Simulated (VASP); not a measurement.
# Zn16PS15 (a cell with a defect) in VASP: single point with PBE

Aim: the single point of Zn16PS15 (a cell with a defect) with PBE.

All numbers are computed with VASP 6.6.1; they aren't measurements. Logs are shortened: lines on timing, memory, paths and dates and some standing lists are left out, and cuts for length are marked.

## Step 1: The cell of the first run

The cell holds a defect, 32 atoms: a = 7.622 Å, b = 7.622 Å, c = 12.468 Å, α = 90.00°, β = 90.00°, γ = 120.00°.

## Step 2: Single point, PBE

Input file INCAR:

```
PREC = Accurate
ENCUT = 520
EDIFF = 1E-7
ISMEAR = -1
SIGMA = 0.01
LREAL = Auto
LASPH = True
NELM = 60
ALGO = Normal
ISIF = 2
LWAVE = False
LCHARG = False
GGA = PE
NELECT = 288.0
NBANDS = 166
```

Input file KPOINTS:

```
Automatic mesh
0
Gamma
  3 3 2
```

Input file POSCAR:

```
Zn16PS15
1.0
    7.6220000000      0.0000000000      0.0000000000
   -3.8110000000      6.6008456276      0.0000000000
    0.0000000000      0.0000000000     12.4680000000
Zn P S
16 1 15
Direct
    0.1666666667      0.3333333333      0.0087155897
    0.1666666667      0.3333333333      0.5000500090
    0.1696043879      0.8348021939      0.0048841158
    0.1662913963      0.8331456982      0.5018066521
    0.6651978061      0.3303956121      0.0048841158
    0.6668543018      0.3337086037      0.5018066521
    0.6651978061      0.8348021939      0.0048841158
    0.6668543018      0.8331456982      0.5018066521
    0.3281026807      0.1718973193      0.2502406516
    0.3335867911      0.1664132089      0.7524578984
    0.3281026807      0.6562053614      0.2502406516
    0.3335867911      0.6671735821      0.7524578984
    0.8437946386      0.1718973193      0.2502406516
    0.8328264179      0.1664132089      0.7524578984
    0.8333333333      0.6666666667      0.2478165938
    0.8333333333      0.6666666667      0.7555033694
    0.1666666667      0.3333333333      0.1904910887
    0.1666666667      0.3333333333      0.6890081947
    0.1695553566      0.8347776783      0.1911299122
    0.1649934314      0.8324967157      0.6897258348
    0.6652223217      0.3304446434      0.1911299122
    0.6675032843      0.3350065686      0.6897258348
    0.6652223217      0.8347776783      0.1911299122
    0.6675032843      0.8324967157      0.6897258348
    0.3342598961      0.1657401039      0.4412852579
    0.3335892849      0.1664107151      0.9379043254
    0.3342598961      0.6685197922      0.4412852579
    0.3335892849      0.6671785699      0.9379043254
    0.8314802078      0.1657401039      0.4412852579
    0.8328214301      0.1664107151      0.9379043254
    0.8333333333      0.6666666667      0.4381320707
    0.8333333333      0.6666666667      0.9419791395
```

Potentials or basis: VASP PAW PBE potentials, release 64 (Zn, P, S).

The run is started by

```console
$ cat potpaw_PBE.64/Zn/POTCAR potpaw_PBE.64/P/POTCAR potpaw_PBE.64/S/POTCAR > POTCAR
$ mpirun -np 1 vasp_std > vasp.out
```

OUTCAR:

```text
PREC = Accurate
   ENCUT = 520
   EDIFF = 1E-7
   ISMEAR = -1
   LREAL = Auto
   LASPH = True
   NELM = 60
   ISIF = 2
   GGA = PE
   NELECT = 288.0

 ion  position               nearest neighbor table
   1  0.167  0.333  0.009-  17 2.27  26 2.37  28 2.37  30 2.37
   2  0.167  0.333  0.500-  25 2.33  27 2.33  29 2.33  18 2.36
   3  0.170  0.835  0.005-  19 2.32  28 2.34  26 2.34  32 2.35
   4  0.166  0.833  0.502-  25 2.32  27 2.32  31 2.34  20 2.34
   5  0.665  0.330  0.005-  21 2.32  30 2.34  26 2.34  32 2.35
   6  0.667  0.334  0.502-  25 2.32  29 2.32  31 2.34  22 2.34
[... 24 lines left out ...]
  31  0.833  0.667  0.438-   6 2.34   8 2.34   4 2.34  15 2.37
  32  0.833  0.667  0.942-  16 2.32   7 2.35   5 2.35   3 2.35

  LATTYP: Found a hexagonal cell.
 ALAT       =     7.6220000000
 C/A-ratio  =     1.6357911309

  Lattice vectors:

 A1 = (   7.6220000000,   0.0000000000,   0.0000000000)
 A2 = (  -3.8110000000,   6.6008456276,   0.0000000000)
 A3 = (   0.0000000000,   0.0000000000,  12.4680000000)

Analysis of symmetry for initial positions (statically):
=====================================================================
 Subroutine PRICEL returns:
 Original cell was already a primitive cell.

 Routine SETGRP: Setting up the symmetry group for a
 hexagonal supercell.

 Subroutine GETGRP returns: Found  6 space group operations
 (whereof  2 operations were pure point group operations)
 out of a pool of 24 trial point group operations.

The static configuration has the point symmetry C_1h.
 The point group associated with its full space group is C_3v.

Analysis of symmetry for dynamics (positions and initial velocities):
=====================================================================
 Subroutine PRICEL returns:
 Original cell was already a primitive cell.

 Routine SETGRP: Setting up the symmetry group for a
 hexagonal supercell.

 Subroutine GETGRP returns: Found  6 space group operations
 (whereof  2 operations were pure point group operations)
 out of a pool of 24 trial point group operations.

The dynamic configuration has the point symmetry C_1h.
 The point group associated with its full space group is C_3v.

 Subroutine INISYM returns: Found  6 space group operations
 (whereof  2 operations are pure point group operations),
 and found     1 'primitive' translations

----------------------------------------------------------------------------------------

                                     Primitive cell

  volume of cell :     627.2856

  direct lattice vectors                    reciprocal lattice vectors
     7.622000000  0.000000000  0.000000000     0.131199160  0.075747871  0.000000000
    -3.811000000  6.600845628  0.000000000     0.000000000  0.151495741  0.000000000
     0.000000000  0.000000000 12.468000000     0.000000000  0.000000000  0.080205326

  length of vectors
     7.622000000  7.622000000 12.468000000     0.151495741  0.151495741  0.080205326

  position of ions in fractional coordinates (direct lattice)
     0.166666667  0.333333333  0.008715590
     0.166666667  0.333333333  0.500050009
     0.169604388  0.834802194  0.004884116
     0.166291396  0.833145698  0.501806652
     0.665197806  0.330395612  0.004884116
     0.666854302  0.333708604  0.501806652
[... 24 lines left out ...]
     0.833333333  0.666666667  0.438132071
     0.833333333  0.666666667  0.941979139

  ion indices of the primitive-cell ions
   primitive index   ion index
                 1           1
                 2           2
                 3           3
                 4           4
                 5           5
                 6           6
[... 24 lines left out ...]
                31          31
                32          32

----------------------------------------------------------------------------------------

 KPOINTS: Automatic mesh

Automatic generation of k-mesh.
 Grid dimensions read from file:
 generate k-points for:    3    3    2

 Generating k-lattice:

  Cartesian coordinates                     Fractional coordinates (reciprocal lattice)
     0.043733053  0.025249290  0.000000000     0.333333333  0.000000000  0.000000000
     0.000000000  0.050498580  0.000000000     0.000000000  0.333333333  0.000000000
     0.000000000  0.000000000  0.040102663     0.000000000  0.000000000  0.500000000

  Length of vectors
     0.050498580  0.050498580  0.040102663

  Shift w.r.t. Gamma in fractional coordinates (k-lattice)
     0.000000000  0.000000000  0.000000000

 Subroutine IBZKPT returns following result:
 ===========================================

 Found      6 irreducible k-points:

 Following reciprocal coordinates:
            Coordinates               Weight
  0.000000  0.000000  0.000000      1.000000
  0.333333  0.000000  0.000000      6.000000
  0.333333  0.333333  0.000000      2.000000
  0.000000  0.000000  0.500000      1.000000
  0.333333  0.000000  0.500000      6.000000
  0.333333  0.333333  0.500000      2.000000
   k-points           NKPTS =      6   k-points in BZ     NKDIM =      6   number of bands    NBANDS=    166
   number of dos      NEDOS =    301   number of ions     NIONS =     32
   total plane-waves  NPLWV = 345600
   dimension x,y,z NGX =    60 NGY =   60 NGZ =   96
   dimension x,y,z NGXF=   120 NGYF=  120 NGZF=  192
   ions per type =              16   1  15
   NGX,Y,Z   is equivalent  to a cutoff of  13.09, 13.09, 12.80 a.u.
   NGXF,Y,Z  is equivalent  to a cutoff of  26.17, 26.17, 25.60 a.u.
 SYSTEM =  unknown system
   PREC   = accura    normal or accurate (medium, high low for compatibility)
   ISTART =      0    job   : 0-new  1-cont  2-samecut
   ICHARG =      2    charge: 1-file 2-atom 10-const
   ISPIN  =      1    spin polarized calculation?
   LNONCOLLINEAR =      F non collinear calculations
   LSORBIT =      F    spin-orbit coupling
   LASPH  =      T    aspherical Exc in radial PAW
   ENCUT  =  520.0 eV  38.22 Ry    6.18 a.u.  14.17 14.17 23.18*2*pi/ulx,y,z
   NELM   =     60;   NELMIN=  2; NELMDL= -5     # of ELM steps
   EDIFF  = 0.1E-06   stopping-criterion for ELM
   LREAL  =      T    real-space projection
   EDIFFG = 0.1E-05   stopping-criterion for IOM
   NSW    =      0    number of steps for IOM
   IBRION =     -1    ionic relax: 0-MD 1-quasi-New 2-CG
   NFREE  =      0    steps in history (QN), initial steepest desc. (CG)
   ISIF   =      2    stress and relaxation
   ISYM   =      2    0-nonsym 1-usesym 2-fastsym
   POTIM  = 0.5000    time-step for ionic-motion
   TEBEG  =    0.0;   TEEND  =   0.0 temperature during run
   PSTRESS=    0.0 pullay stress
   NELECT =     288.0000    total number of electrons
   NUPDOWN=      -1.0000    fix difference up-down
   EMIN   =  10.00;   EMAX   =-10.00  energy-range for DOS
   EFERMI =   0.00;   METHOD = LEGACY
   ISMEAR =    -1;   SIGMA  =   0.01  broadening in eV -4-tet -1-fermi 0-gaus
   EFERMI_NEDOS =   21; number of points for ismear=-14 and -15
   IALGO  =     38    algorithm
   IMIX   =      4    mixing-type and parameters
     AMIX     =   0.40;   BMIX     =  1.00
     AMIX_MAG =   1.60;   BMIX_MAG =  1.00
  volume/ion in A,a.u.               =      19.60       132.29
  Fermi-wavevector in a.u.,A,eV,Ry     =   1.262943  2.386617 21.701647  1.595026
  Thomas-Fermi vector in A             =   2.396326
   LORBIT       =      0    0 simple, 1 ext, 2 COOP (PROOUT), +10 PAW based schemes
   GGA     = PE    functional components
   LHFCALC =     F    Hartree Fock is set to
   AEXX    =    0.0000 exact exchange contribution
   IVDW    =     0    specifies the selected vdW correction
   LEPSILON=     F    determine dielectric tensor
   LRPA    =     F    only Hartree local field effects (RPA)
 non-spin polarized calculation
  energy-cutoff  :      520.00
  volume of cell :      627.29
 maximum number of plane-waves:     16944
 NGX is ok and might be reduce to    60
   NGX = 29   NGY = 29   NGZ = 47

 number of electron     288.0000128 magnetization

 Free energy of the ion-electron system (eV)
  ---------------------------------------------------
  ext. energy  EPLUGINS =         0.00000000
  ---------------------------------------------------
  free energy    TOTEN  =      -105.77230882 eV

  energy without entropy =     -105.77230882  energy(sigma->0) =     -105.77230882

 E-fermi :   3.1825     XC(G=0):  -9.6916

 val. band max:        2.9309805934   @ k =   0.0000   0.0000   0.0000
 cond. band min:       4.4487477769   @ k =   0.0000   0.0000   0.0000
 fundamental gap:      1.5177671835
 Fermi energy:         3.1825474780

 k-point     1 :       0.0000    0.0000    0.0000
  band No.  band energies     occupation
      1     -11.0702      2.00000
      2     -10.6255      2.00000
      3     -10.5320      2.00000
      4     -10.1899      2.00000
      5     -10.1899      2.00000
      6     -10.1670      2.00000
[... 148 lines left out ...]
    155       5.8726      0.00000
    156       5.8726      0.00000

 k-point     2 :       0.3333    0.0000    0.0000
  band No.  band energies     occupation
      1     -10.8917      2.00000
      2     -10.4758      2.00000
      3     -10.4688      2.00000
      4     -10.3937      2.00000
      5     -10.2015      2.00000
      6     -10.1845      2.00000
[... 148 lines left out ...]
    155       6.6151      0.00000
    156       6.8799      0.00000

 k-point     3 :       0.3333    0.3333    0.0000
  band No.  band energies     occupation
      1     -10.6168      2.00000
      2     -10.5929      2.00000
      3     -10.5426      2.00000
      4     -10.2715      2.00000
      5     -10.2266      2.00000
      6     -10.2162      2.00000
[... 148 lines left out ...]
    155       6.9483      0.00000
    156       7.1065      0.00000

 k-point     4 :       0.0000    0.0000    0.5000
  band No.  band energies     occupation
      1     -11.0312      2.00000
      2     -10.7946      2.00000
      3     -10.3302      2.00000
      4     -10.1819      2.00000
      5     -10.1819      2.00000
      6     -10.1631      2.00000
[... 148 lines left out ...]
    155       5.8398      0.00000
    156       5.8398      0.00000

 k-point     5 :       0.3333    0.0000    0.5000
  band No.  band energies     occupation
      1     -10.8560      2.00000
      2     -10.6336      2.00000
      3     -10.4431      2.00000
      4     -10.2411      2.00000
      5     -10.2147      2.00000
      6     -10.1924      2.00000
[... 148 lines left out ...]
    155       6.5263      0.00000
    156       6.7979      0.00000

 k-point     6 :       0.3333    0.3333    0.5000
  band No.  band energies     occupation
      1     -10.5803      2.00000
      2     -10.5608      2.00000
      3     -10.5321      2.00000
      4     -10.4170      2.00000
      5     -10.3719      2.00000
      6     -10.2439      2.00000
[... 148 lines left out ...]
    155       7.1576      0.00000
    156       7.1692      0.00000
 [bands above 156 left out]

------------------------ aborting loop because EDIFF is reached ----------------------------------------

  FORCE on cell =-STRESS in cart. coord.  units (eV):
  Direction    XX          YY          ZZ          XY          YZ          ZX
  --------------------------------------------------------------------------------------
  -------------------------------------------------------------------------------------
  Total       18.5453497     18.5453497     19.6921623     -0.0000000      0.0000000      0.0000000
  in kB       47.3674815     47.3674815     50.2966054     -0.0000000      0.0000000      0.0000000
  external PRESSURE =      48.3438561 kB  Pullay stress =       0.0000000 kB

 VOLUME and BASIS-vectors are now :
 -----------------------------------------------------------------------------
  energy-cutoff  :      520.00
  volume of cell :      627.29
      direct lattice vectors                 reciprocal lattice vectors
     7.622000000  0.000000000  0.000000000     0.131199160  0.075747871  0.000000000
    -3.811000000  6.600845628  0.000000000     0.000000000  0.151495741  0.000000000
     0.000000000  0.000000000 12.468000000     0.000000000  0.000000000  0.080205326

 POSITION                                       TOTAL-FORCE (eV/Angst)
 -----------------------------------------------------------------------------------
      0.00000      2.20028      0.10867        -0.000000      0.000000      0.007762
      0.00000      2.20028      6.23462        -0.000000      0.000000     -0.000755
     -1.88871      5.51040      0.06090         0.002757      0.001592     -0.005132
     -1.90765      5.49947      6.25653         0.000033      0.000019      0.002395
      3.81100      2.18089      0.06090        -0.000000     -0.003184     -0.005132
      3.81100      2.20276      6.25653        -0.000000     -0.000039      0.002395
[... 24 lines left out ...]
      3.81100      4.40056      5.46263        -0.000000      0.000000      0.005343
      3.81100      4.40056     11.74460        -0.000000      0.000000     -0.004282
 -----------------------------------------------------------------------------------
    total drift:                                0.000004     -0.000003      0.025721

  FREE ENERGIE OF THE ION-ELECTRON SYSTEM (eV)
  ---------------------------------------------------
  free  energy   TOTEN  =      -105.7723088181 eV

  energy  without entropy=     -105.7723088181  energy(sigma->0) =     -105.77230882
```

Run time: 28 min. Hardware: 1 thread of Intel Xeon Platinum 8259CL at 2.50GHz (Skylake/Cascade Lake), shared host; peak memory 0.93 GiB.

Results:

```
Free energy   : -105.7723 eV
Largest force : 0.012 eV/Å
```

Forces on the atoms (eV/Å):
```
Zn   0.000  0.000  0.008
Zn   0.000  0.000 -0.001
Zn   0.003  0.002 -0.005
Zn   0.000  0.000  0.002
Zn   0.000 -0.003 -0.005
Zn   0.000  0.000  0.002
Zn  -0.003  0.002 -0.005
Zn   0.000  0.000  0.002
Zn  -0.009  0.005 -0.005
Zn   0.000  0.000  0.001
Zn   0.000 -0.011 -0.005
Zn   0.000  0.000  0.001
Zn   0.009  0.005 -0.005
Zn   0.000  0.000  0.001
Zn   0.000  0.000 -0.004
Zn   0.000  0.000  0.001
P    0.000  0.000  0.001
S    0.000  0.000  0.001
S    0.000  0.000  0.006
S    0.002  0.001  0.000
S    0.000  0.000  0.006
S    0.000 -0.002  0.000
S    0.000  0.000  0.006
S   -0.002  0.001  0.000
S    0.002 -0.001  0.005
S    0.000  0.000 -0.007
S    0.000  0.003  0.005
S    0.000  0.000 -0.007
S   -0.002 -0.001  0.005
S    0.000  0.000 -0.007
S    0.000  0.000  0.005
S    0.000  0.000 -0.004
```

Caveat: the cell carries a net charge on a neutralising background, which shifts energy and pressure; the cell is charged against a uniform background, so pressure and absolute levels hang on convention.
